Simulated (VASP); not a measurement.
# Ag (P6_3/mmc) in VASP: a series of runs, part 2 of 2

VASP 6.6.1.

## 3. Single point, LDA (strain -0.0750 x Voigt [0, 0, 1, 0, 0, 0])

File INCAR:

```
PREC = Accurate ; ENCUT = 500
EDIFF = 1E-6 ; ISMEAR = 1
SIGMA = 0.1 ; LREAL = False
LASPH = True ; NELM = 120
ALGO = Normal ; ISIF = 2
LWAVE = False ; LCHARG = False
GGA = CA ; NBANDS = 18
GGA_COMPAT = False
```

File KPOINTS:

```
regular mesh
0
Gamma
  18 18 10
```

File POSCAR:

```
Ag
1.0
    2.9299980804      0.0000000000      0.0000000000
   -1.4649990402      2.5374527707      0.0000000000
    0.0000000000      0.0000000000      4.4307500000
Ag
2
Direct
    0.3333333333      0.6666666667      0.2500000000
    0.6666666667      0.3333333333      0.7500000000
```

Potentials or basis: VASP PAW LDA potentials, release 64 (Ag).

The run is started by

```
> cat potpaw_LDA.64/Ag/POTCAR > POTCAR
> mpirun -np 1 vasp_std > vasp.out
```

OUTCAR:

```text
PREC = Accurate
   ENCUT = 500
   EDIFF = 1E-6
   ISMEAR = 1
   LREAL = False
   LASPH = True
   NELM = 120
   ISIF = 2
   GGA = CA

 ion  position               nearest neighbor table
   1  0.333  0.667  0.250-   2 2.79   2 2.79   2 2.79   2 2.79   2 2.79   2 2.79
   2  0.667  0.333  0.750-   1 2.79   1 2.79   1 2.79   1 2.79   1 2.79   1 2.79

  LATTYP: Found a hexagonal cell.
 ALAT       =     2.9299980804
 C/A-ratio  =     1.5122023559

  Lattice vectors:

 A1 = (   2.9299980804,   0.0000000000,   0.0000000000)
 A2 = (  -1.4649990402,   2.5374527707,   0.0000000000)
 A3 = (   0.0000000000,   0.0000000000,   4.4307500000)

Analysis of symmetry for initial positions (statically):
=====================================================================
 Subroutine PRICEL returns:
 Original cell was already a primitive cell.

 Routine SETGRP: Setting up the symmetry group for a
 hexagonal supercell.

 Subroutine GETGRP returns: Found 24 space group operations
 (whereof 12 operations were pure point group operations)
 out of a pool of 24 trial point group operations.

The static configuration has the point symmetry D_3d.
 The point group associated with its full space group is D_6h.

Analysis of symmetry for dynamics (positions and initial velocities):
=====================================================================
 Subroutine PRICEL returns:
 Original cell was already a primitive cell.

 Routine SETGRP: Setting up the symmetry group for a
 hexagonal supercell.

 Subroutine GETGRP returns: Found 24 space group operations
 (whereof 12 operations were pure point group operations)
 out of a pool of 24 trial point group operations.

The dynamic configuration has the point symmetry D_3d.
 The point group associated with its full space group is D_6h.

 Subroutine INISYM returns: Found 24 space group operations
 (whereof 12 operations are pure point group operations),
 and found     1 'primitive' translations

----------------------------------------------------------------------------------------

                                     Primitive cell

  volume of cell :      32.9414

  direct lattice vectors                    reciprocal lattice vectors
     2.929998080  0.000000000  0.000000000     0.341297152  0.197048003  0.000000000
    -1.464999040  2.537452771  0.000000000     0.000000000  0.394096005  0.000000000
     0.000000000  0.000000000  4.430750000     0.000000000  0.000000000  0.225695424

  length of vectors
     2.929998080  2.929998080  4.430750000     0.394096005  0.394096005  0.225695424

  position of ions in fractional coordinates (direct lattice)
     0.333333333  0.666666667  0.250000000
     0.666666667  0.333333333  0.750000000

  ion indices of the primitive-cell ions
   primitive index   ion index
                 1           1
                 2           2

----------------------------------------------------------------------------------------

 KPOINTS: regular mesh

Automatic generation of k-mesh.
 Grid dimensions read from file:
 generate k-points for:   18   18   10

 Generating k-lattice:

  Cartesian coordinates                     Fractional coordinates (reciprocal lattice)
     0.018960953  0.010947111  0.000000000     0.055555556  0.000000000  0.000000000
     0.000000000  0.021894223  0.000000000     0.000000000  0.055555556  0.000000000
     0.000000000  0.000000000  0.022569542     0.000000000  0.000000000  0.100000000

  Length of vectors
     0.021894223  0.021894223  0.022569542

  Shift w.r.t. Gamma in fractional coordinates (k-lattice)
     0.000000000  0.000000000  0.000000000

 Subroutine IBZKPT returns following result:
 ===========================================

 Found    222 irreducible k-points:

 Following reciprocal coordinates:
            Coordinates               Weight
  0.000000  0.000000  0.000000      1.000000
  0.055556  0.000000  0.000000      6.000000
  0.111111  0.000000  0.000000      6.000000
  0.166667 -0.000000  0.000000      6.000000
  0.222222  0.000000  0.000000      6.000000
  0.277778 -0.000000  0.000000      6.000000
[... 16 lines left out ...]
  0.333333  0.111111  0.000000     12.000000
  0.388889  0.111111  0.000000     12.000000
 [... further k-points ...]
   k-points           NKPTS =    222   k-points in BZ     NKDIM =    222   number of bands    NBANDS=     18
   number of dos      NEDOS =    301   number of ions     NIONS =      2
   total plane-waves  NPLWV =  18432
   dimension x,y,z NGX =    24 NGY =   24 NGZ =   32
   dimension x,y,z NGXF=    48 NGYF=   48 NGZF=   64
   ions per type =               2
   NGX,Y,Z   is equivalent  to a cutoff of  13.62, 13.62, 12.01 a.u.
   NGXF,Y,Z  is equivalent  to a cutoff of  27.23, 27.23, 24.01 a.u.
 SYSTEM =  unknown system
   PREC   = accura    normal or accurate (medium, high low for compatibility)
   ISTART =      0    job   : 0-new  1-cont  2-samecut
   ICHARG =      2    charge: 1-file 2-atom 10-const
   ISPIN  =      1    spin polarized calculation?
   LNONCOLLINEAR =      F non collinear calculations
   LSORBIT =      F    spin-orbit coupling
   LASPH  =      T    aspherical Exc in radial PAW
   ENCUT  =  500.0 eV  36.75 Ry    6.06 a.u.   5.34  5.34  8.08*2*pi/ulx,y,z
   NELM   =    120;   NELMIN=  2; NELMDL= -5     # of ELM steps
   EDIFF  = 0.1E-05   stopping-criterion for ELM
   LREAL  =      F    real-space projection
   EDIFFG = 0.1E-04   stopping-criterion for IOM
   NSW    =      0    number of steps for IOM
   IBRION =     -1    ionic relax: 0-MD 1-quasi-New 2-CG
   NFREE  =      0    steps in history (QN), initial steepest desc. (CG)
   ISIF   =      2    stress and relaxation
   ISYM   =      2    0-nonsym 1-usesym 2-fastsym
   POTIM  = 0.5000    time-step for ionic-motion
   TEBEG  =    0.0;   TEEND  =   0.0 temperature during run
   PSTRESS=    0.0 pullay stress
   NELECT =      22.0000    total number of electrons
   NUPDOWN=      -1.0000    fix difference up-down
   EMIN   =  10.00;   EMAX   =-10.00  energy-range for DOS
   EFERMI =   0.00;   METHOD = LEGACY
   ISMEAR =     1;   SIGMA  =   0.10  broadening in eV -4-tet -1-fermi 0-gaus
   EFERMI_NEDOS =   21; number of points for ismear=-14 and -15
   IALGO  =     38    algorithm
   IMIX   =      4    mixing-type and parameters
     AMIX     =   0.40;   BMIX     =  1.00
     AMIX_MAG =   1.60;   BMIX_MAG =  1.00
  volume/ion in A,a.u.               =      16.47       111.15
  Fermi-wavevector in a.u.,A,eV,Ry     =   1.430984  2.704168 27.860869  2.047716
  Thomas-Fermi vector in A             =   2.550770
   LORBIT       =      0    0 simple, 1 ext, 2 COOP (PROOUT), +10 PAW based schemes
   GGA     = CA    functional components
   LHFCALC =     F    Hartree Fock is set to
   AEXX    =    0.0000 exact exchange contribution
   IVDW    =     0    specifies the selected vdW correction
   LEPSILON=     F    determine dielectric tensor
   LRPA    =     F    only Hartree local field effects (RPA)
 non-spin polarized calculation
 Methfessel and Paxton  Order N= 1 SIGMA  =   0.10
  energy-cutoff  :      500.00
  volume of cell :       32.94
 maximum number of plane-waves:       869
 NGX is ok and might be reduce to    24
   NGX = 11   NGY = 11   NGZ = 17

 number of electron      22.0000010 magnetization

 Free energy of the ion-electron system (eV)
  ---------------------------------------------------
  ext. energy  EPLUGINS =         0.00000000
  ---------------------------------------------------
  free energy    TOTEN  =        -7.49566841 eV

  energy without entropy =       -7.49566236  energy(sigma->0) =       -7.49566639

 E-fermi :   8.6373     XC(G=0): -12.7826

 val. band max:        8.6303796093   @ k =   0.5000  -0.0000   0.3000
 cond. band min:       8.6445995955   @ k =   0.2222   0.1667   0.4000
 fundamental gap:      0.0142199863
 Fermi energy:         8.6373123604

 k-point     1 :       0.0000    0.0000    0.0000
  band No.  band energies     occupation
      1       0.5559      2.00000
      2       2.0504      2.00000
      3       3.8337      2.00000
      4       3.8337      2.00000
      5       4.0915      2.00000
      6       4.1692      2.00000
[... 10 lines left out ...]
     17      26.4841      0.00000
     18      27.5578      0.00000
[... 463 lines left out ...]
 k-point    24 :       0.3889    0.1111    0.0000
  band No.  band energies     occupation
      1       2.3050      2.00000
      2       2.4975      2.00000
      3       2.6111      2.00000
      4       3.4814      2.00000
      5       4.2015      2.00000
      6       4.2124      2.00000
[... 10 lines left out ...]
     17      20.3742      0.00000
     18      23.9201      0.00000

 [... further k-points ...]
[... 5 lines left out ...]
  --------------------------------------------------------------------------------------
  -------------------------------------------------------------------------------------
  Total       -1.0542219     -1.0542219      0.6851761      0.0000000     -0.0000000      0.0000000
  in kB      -51.2743404    -51.2743404     33.3250073      0.0000000     -0.0000000      0.0000000
  external PRESSURE =     -23.0745578 kB  Pullay stress =       0.0000000 kB

 VOLUME and BASIS-vectors are now :
 -----------------------------------------------------------------------------
  energy-cutoff  :      500.00
  volume of cell :       32.94
      direct lattice vectors                 reciprocal lattice vectors
     2.929998080  0.000000000  0.000000000     0.341297152  0.197048003  0.000000000
    -1.464999040  2.537452771  0.000000000     0.000000000  0.394096005  0.000000000
     0.000000000  0.000000000  4.430750000     0.000000000  0.000000000  0.225695424

 POSITION                                       TOTAL-FORCE (eV/Angst)
 -----------------------------------------------------------------------------------
     -0.00000      1.69164      1.10769        -0.000000      0.000000      0.000000
      1.46500      0.84582      3.32306         0.000000     -0.000000      0.000000
 -----------------------------------------------------------------------------------
    total drift:                                0.000000     -0.000000      0.000000

  FREE ENERGIE OF THE ION-ELECTRON SYSTEM (eV)
  ---------------------------------------------------
  free  energy   TOTEN  =        -7.4956684055 eV

  energy  without entropy=       -7.4956623614  energy(sigma->0) =       -7.49566639
```

OSZICAR:

```text
N       E                     dE             d eps       ncg     rms          rms(c)
DAV:   1     0.123027925331E+03    0.12303E+03   -0.11602E+04  8000   0.119E+03
DAV:   2    -0.602917971055E+01   -0.12906E+03   -0.12281E+03  8276   0.267E+02
DAV:   3    -0.812462865809E+01   -0.20954E+01   -0.20885E+01  9336   0.383E+01
DAV:   4    -0.813089027671E+01   -0.62616E-02   -0.62610E-02  8894   0.206E+00
DAV:   5    -0.813093984980E+01   -0.49573E-04   -0.49572E-04  8854   0.194E-01    0.860E+00
DAV:   6    -0.752884805773E+01    0.60209E+00   -0.14488E+00  8300   0.130E+01    0.534E+00
DAV:   7    -0.750474146645E+01    0.24107E-01   -0.16191E-02  8852   0.119E+00    0.287E+00
DAV:   8    -0.749564492312E+01    0.90965E-02   -0.12966E-03  8262   0.336E-01    0.113E-01
DAV:   9    -0.749566882745E+01   -0.23904E-04   -0.17650E-05  9548   0.321E-02    0.206E-02
DAV:  10    -0.749566840545E+01    0.42199E-06   -0.28702E-06  8486   0.160E-02
   1 F= -.74956684E+01 E0= -.74956664E+01  d E =-.604401E-05
```

Wall time 1.9 min (1 thread of Intel Xeon 8259CL, shared host); peak memory 0.22 GiB.

What came out:

- Free energy: -7.4957 eV
- Pressure: -2.3 GPa
- Band gap on the k mesh: zero (band 11 reaches 12.45 eV, above the bottom of band 12 at 5.26 eV)

Stress tensor (GPa, compression positive):
```
-5.13  0.00  0.00
 0.00 -5.13  0.00
 0.00  0.00  3.33
```

Levels at points of the mesh, in eV from the Fermi level:
```csv
k point,band 8,band 9,band 10,band 11,band 12,band 13,band 14,band 15
"(0.00, 0.00, 0.00)",-4.46,-4.46,-3.05,-3.05,0.12,4.86,15.21,17.34
"(0.50, 0.00, 0.00)",-3.14,-2.91,-2.71,-0.14,1.27,7.50,7.69,9.82
"(0.00, 0.00, 0.50)",-4.49,-3.37,-3.37,-3.37,-3.37,13.10,13.10,15.62
"(0.50, 0.00, 0.50)",-3.15,-2.99,-2.99,0.60,0.60,4.62,4.62,13.30
```

Caveat: the cell differs from its parent crystal (strain -0.0750 x Voigt [0, 0, 1, 0, 0, 0]).
